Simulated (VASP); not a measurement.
**Si6C: single point with PBE**

The system is Si6C, a slab with vacuum.

```
Si C
1.0
     3.86754    0.00000    0.00000
     0.00000    5.46952    0.00000
     0.00000    0.00000   19.22384
Si C
6 1
Direct
  0.50000 0.00000 0.20807
  0.00000 0.25000 0.20807
  0.00000 0.50244 0.30629
  0.50000 0.74756 0.30629
  0.50000 0.00986 0.40178
  0.00000 0.24014 0.40178
  0.83333 0.17653 0.48371
```

| Item | Value |
| --- | --- |
| Program | VASP 6.6.1 |
| Task | single point |
| Functional | PBE |
| Potentials or basis | VASP PAW PBE potentials, release 64 (Si, C) |
| Cutoff | 520 eV |
| k mesh | 7 × 5 × 1 |
| Occupations | gaussian, width 0.05 eV |
| Spin | collinear spin |
| Starting moments | [0.0, 0.0, 0.0, 0.0, 0.0, 0.0, 2.0] μB |
| Dipole correction | yes |
| Further INCAR settings | ALGO = Normal; EDIFF = 1e-06; NBANDS = 27 |

```yaml
Largest_force: 2.622 eV/Å
Net_moment: 0.28 μB per cell
Site_moments: Si +0.03, -0.12, +0.01, -0.01 (each value once); C +0.23 μB
Valence_electrons_inside_the_program's_atomic_spheres: Si 1.63, 1.68, 1.67, 1.77 (each value once); C 2.20
```

Forces in eV/Å, atoms in the order of the input:
```
Si  -0.142  0.686  0.102
Si   0.150 -0.604  0.147
Si   0.071  0.388 -0.446
Si  -0.010 -0.225  0.073
Si   0.149  0.166  1.527
Si   1.947  1.024 -1.427
C   -2.165 -1.435  0.025
```

Levels at points of the mesh, in eV from the Fermi level:
Spin up:
```csv
k point,band 10,band 11,band 12,band 13,band 14,band 15,band 16,band 17,band 18,band 19
"(0.00, 0.00, 0.00)",-1.99,-1.82,-1.12,-0.52,-0.19,0.13,0.85,1.39,2.24,2.86
```
Spin down:
```csv
k point,band 10,band 11,band 12,band 13,band 14,band 15,band 16,band 17,band 18,band 19
"(0.00, 0.00, 0.00)",-1.98,-1.74,-0.68,-0.53,-0.10,0.17,0.74,1.44,2.36,2.82
```

Run time: 10 min on 1 thread of Intel(R) Xeon(R) Platinum 8488C (Sapphire Rapids), with other jobs on the host, peak memory 0.75 GiB.

Caveat: a moment this small can come from the mesh or the smearing.
